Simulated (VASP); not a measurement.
FeNi3, 4 atoms in the cell. The structure is cubic, space group Pm-3m (No. 221). The conventional cell has a = 3.545 Å, b = 3.545 Å, c = 3.545 Å, α = 90.00°, β = 90.00°, γ = 90.00°. Within 3.3 Å of Fe (site symmetry m-3m) lie 12 Ni at 2.51 Å. Ni (site symmetry 4/mmm) has 4 Fe at 2.51 Å and 8 Ni at 2.51 Å within 3.3 Å. 

```yaml
Program: VASP 6.6.1
Task: single point
Functional: PBE
Potentials_or_basis: VASP PAW PBE potentials, release 64 (Fe, Ni)
Cutoff: 520 eV
k_mesh: 9 × 9 × 9
Occupations: fermi-dirac, width 0.05 eV
Spin: collinear spin, ferromagnetic start
Starting_moments: "[3.0, 1.5, 1.5, 1.5] μB"
Dipole_correction: no
Further_INCAR_settings: ALGO = Normal; EDIFF = 1e-07; NBANDS = 31
```

Potentials or basis: VASP PAW PBE potentials, release 64 (Fe, Ni).

Run with:

```console
$ cat potpaw_PBE.64/Fe/POTCAR potpaw_PBE.64/Ni/POTCAR > POTCAR
$ mpirun -np 1 vasp_std > vasp.out
```

Hardware: 1 thread of Intel(R) Xeon(R) Platinum 8488C (Sapphire Rapids), on a shared host.

Estimate the wall time of this run.

Wall time 70 s on 1 thread of Intel(R) Xeon(R) Platinum 8488C (Sapphire Rapids), with other jobs on the host, peak memory 0.21 GiB. Counts: scf iterations 18, k points 35.
